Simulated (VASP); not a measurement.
# Ta18N18O (a cell with a defect) in VASP: settings compared, part 2 of 2

VASP 6.6.1.

## Step 3: Single point, PBEsol

Input file INCAR:

```
ALGO     = Normal         # electronic algorithm
EDIFF    = 1E-6           # SCF threshold, eV
ENCUT    = 520            # plane-wave cutoff, eV
GGA      = PS             # functional
GGA_COMPAT= False        
ISIF     = 2              # what is computed and relaxed
ISMEAR   = 1              # smearing method
LASPH    = True           # aspherical terms in the spheres
LCHARG   = True           # write CHGCAR
LELF     = True           # ELF
LREAL    = Auto         
LVHAR    = True         
LWAVE    = False          # write WAVECAR
NBANDS   = 171            # bands
NELM     = 120            # most SCF steps
PREC     = Accurate       # precision mode
SIGMA    = 0.1            # smearing width, eV
```

Input file KPOINTS:

```
k-points
0
Gamma
  2 2 3
```

Input file POSCAR:

```
Ta18N18O
1.0
    7.7675072945      4.4845723700      0.0000000000
   -7.7675072422      4.4845724561      0.0000000000
    0.0000000000      0.0000000000      5.7917586500
Ta N O
18 18 1
Direct
   -0.0071301645     -0.0034456893     -0.0084354405
    0.3331091219      0.6666716042     -0.0010391335
    0.6699637720      0.3351008983     -0.0019547953
    0.0011869194      0.6676192661      0.2491935739
    0.3378785671      0.3401826397      0.2492023151
    0.6665362968     -0.0006134150      0.2492032069
    0.0011948233      0.3338078657      0.2491985707
    0.3378709352     -0.0020797512      0.2491961662
    0.6665359099      0.6673947066      0.2491989048
   -0.0071281520     -0.0034458547      0.5068258016
    0.3331080167      0.6666706978      0.4994340696
    0.6699651924      0.3351042029      0.5003528615
   -0.0009308778      0.6646837947      0.7491914634
    0.3337126988      0.3333323291      0.7492027973
    0.6667299321      0.0001332156      0.7492002541
   -0.0009273628      0.3346206711      0.7491968919
    0.3337091033      0.0006095626      0.7491913087
    0.6667278546      0.6668406449      0.7492026281
    0.1291303223      0.8634163249     -0.0082557791
    0.4649145184      0.5359860083     -0.0022155698
    0.7983727510      0.2015198975     -0.0005095672
    0.0705887205      0.5354134269      0.0005044890
    0.4113839059      0.2058112247     -0.0031776808
    0.7330021069      0.8666230162     -0.0009652491
    0.1291315276      0.2659504821     -0.0082567778
    0.4649070540      0.9291609619     -0.0022251216
    0.7983735113      0.5970959306     -0.0005146866
    0.1291314706      0.8634168069      0.5066516832
    0.4649087540      0.5359842942      0.5006231758
    0.7983774203      0.2015228781      0.4989084523
    0.0705852872      0.5354104569      0.4978877987
    0.4113879382      0.2058073135      0.5015667100
    0.7330039979      0.8666227527      0.4993718977
    0.1291377235      0.2659491548      0.5066479502
    0.4649148871      0.9291605682      0.5006167333
    0.7983742282      0.5970982437      0.4989049469
    0.1668116021      0.0835220890      0.2491936388
```

Potentials or basis: VASP PAW PBE potentials, release 64 (Ta_pv, N, O).

On the command line:

```sh
$ cat potpaw_PBE.64/Ta_pv/POTCAR potpaw_PBE.64/N/POTCAR potpaw_PBE.64/O/POTCAR > POTCAR
$ mpirun -np 1 vasp_std > vasp.out
```

OUTCAR:

```text
EDIFF = 1E-6
   ENCUT = 520
   GGA = PS
   ISIF = 2
   ISMEAR = 1
   LASPH = True
   LREAL = Auto
   NELM = 120
   PREC = Accurate

 ion  position               nearest neighbor table
   1  0.993  0.997  0.992-  37 2.01  24 2.02  25 2.09  19 2.09  10 2.81  10 2.98  18 3.26  15 3.26
                             9 3.30   6 3.30  16 3.32  13 3.32   7 3.34   4 3.34  14 3.35  17 3.35
   2  0.333  0.667  0.999-  26 2.04  20 2.04  22 2.04  11 2.89  11 2.90   8 3.29   5 3.29   7 3.31
                             4 3.31  16 3.32  13 3.32   9 3.32   6 3.32  18 3.32  15 3.32  14 3.32
   3  0.670  0.335  0.998-  23 2.01  21 2.04  27 2.04  12 2.88  12 2.91  13 3.29  16 3.29   4 3.31
                             7 3.31  15 3.32  18 3.32   6 3.33   9 3.33  14 3.34   5 3.34  17 3.34
[... 1601 lines left out ...]

 VOLUME and BASIS-vectors are now :
 -----------------------------------------------------------------------------
  energy-cutoff  :      520.00
  volume of cell :      403.50
      direct lattice vectors                 reciprocal lattice vectors
     7.767507294  4.484572370  0.000000000     0.064370716  0.111493349  0.000000000
    -7.767507242  4.484572456  0.000000000    -0.064370715  0.111493350  0.000000000
     0.000000000  0.000000000  5.791758650     0.000000000  0.000000000  0.172659128

 POSITION                                       TOTAL-FORCE (eV/Angst)
 -----------------------------------------------------------------------------------
     -0.02862      8.92172      5.74290        -0.014205     -0.023727     -0.067048
     -2.59095      4.48359      5.78574        -0.000038      0.001052     -0.000911
      2.60105      4.50729      5.78044         0.005799      0.011577      0.000365
     -5.17652      2.99931      1.44327        -0.003712      0.004847      0.000464
     -0.01790      3.04081      1.44332        -0.026179      0.060994     -0.000434
     -2.58542      7.47095      1.44332        -0.003014     -0.003968      0.000200
[... 29 lines left out ...]
      1.56341      6.25810      2.88954        -0.004185      0.005234     -0.001454
      0.64695      1.12264      1.44327         0.000650      0.000564     -0.001462
 -----------------------------------------------------------------------------------
    total drift:                               -0.008740     -0.012542      0.000524

  FREE ENERGIE OF THE ION-ELECTRON SYSTEM (eV)
  ---------------------------------------------------
  free  energy   TOTEN  =      -436.0180842223 eV

  energy  without entropy=     -436.0207823721  energy(sigma->0) =     -436.01898361
```

OSZICAR:

```text
N       E                     dE             d eps       ncg     rms          rms(c)
DAV:   1     0.323841742048E+04    0.32384E+04   -0.16045E+05  2736   0.183E+03
DAV:   2    -0.160580072174E+03   -0.33990E+04   -0.32941E+04  3008   0.553E+02
DAV:   3    -0.483247667074E+03   -0.32267E+03   -0.31714E+03  3232   0.154E+02
DAV:   4    -0.493426881676E+03   -0.10179E+02   -0.10061E+02  3168   0.267E+01
DAV:   5    -0.493759468708E+03   -0.33259E+00   -0.33097E+00  3304   0.404E+00    0.114E+02
DAV:   6    -0.437715908844E+03    0.56044E+02   -0.35514E+02  3416   0.435E+01    0.500E+01
DAV:   7    -0.436377314003E+03    0.13386E+01   -0.17593E+01  3168   0.103E+01    0.236E+01
DAV:   8    -0.436064360983E+03    0.31295E+00   -0.14011E+00  3184   0.359E+00    0.186E+00
DAV:   9    -0.436019749705E+03    0.44611E-01   -0.27821E-01  3416   0.138E+00    0.721E-01
DAV:  10    -0.436018449500E+03    0.13002E-02   -0.24109E-02  3272   0.465E-01    0.311E-01
DAV:  11    -0.436018095259E+03    0.35424E-03   -0.40607E-03  3584   0.227E-01    0.703E-02
DAV:  12    -0.436018096079E+03   -0.81967E-06   -0.53086E-04  3408   0.706E-02    0.338E-02
DAV:  13    -0.436018090365E+03    0.57136E-05   -0.10778E-04  3288   0.301E-02    0.184E-02
DAV:  14    -0.436018085694E+03    0.46715E-05   -0.18512E-05  3288   0.149E-02    0.853E-03
DAV:  15    -0.436018084350E+03    0.13431E-05   -0.27808E-06  2456   0.586E-03    0.253E-03
DAV:  16    -0.436018084222E+03    0.12814E-06   -0.52212E-07  1824   0.247E-03
   1 F= -.43601808E+03 E0= -.43601898E+03  d E =0.269815E-02
```

Wall time 31 min (1 thread of Intel Xeon Platinum 8259CL at 2.50GHz (Skylake/Cascade Lake), shared host); peak memory 0.75 GiB.

Results:

- Free energy: -436.0181 eV
- Pressure: 5.6 GPa
- Largest force: 0.073 eV/Å
- Band gap on the k mesh: 0.21 eV

Forces in eV/Å, atoms in the order of the input:
```
Ta  -0.014 -0.024 -0.067
Ta   0.000  0.001 -0.001
Ta   0.006  0.012  0.000
Ta  -0.004  0.005  0.000
Ta  -0.026  0.061  0.000
Ta  -0.003 -0.004  0.000
Ta   0.006 -0.001  0.000
Ta   0.066  0.009  0.000
Ta  -0.001 -0.005  0.001
Ta  -0.014 -0.024  0.067
Ta   0.000  0.001  0.001
Ta   0.007  0.010  0.000
Ta   0.008 -0.016  0.001
Ta   0.005 -0.004  0.000
Ta   0.000  0.001  0.000
Ta  -0.018 -0.001  0.000
Ta  -0.006  0.003  0.002
Ta   0.002  0.000  0.000
N   -0.006  0.008  0.005
N    0.005  0.004 -0.007
N    0.007 -0.001  0.001
N   -0.001 -0.003  0.002
N   -0.009 -0.017  0.006
N   -0.009 -0.015  0.001
N    0.010 -0.001  0.006
N    0.002  0.007 -0.006
N   -0.004  0.005  0.001
N   -0.006  0.008 -0.006
N    0.006  0.005  0.006
N    0.007 -0.001 -0.002
N   -0.001 -0.002 -0.002
N   -0.010 -0.017 -0.005
N   -0.009 -0.015 -0.001
N    0.009 -0.001 -0.005
N    0.001  0.006  0.007
N   -0.004  0.005 -0.001
O    0.001  0.001 -0.001
```

Stress tensor (GPa, compression positive):
```
5.66 0.41 0.00
0.41 6.13 0.00
0.00 0.00 4.90
```

Caveat: the PAW data sets were made with another functional, which shifts forces and pressure a little; spin-orbit coupling is left out, which moves the levels of the heavy elements.
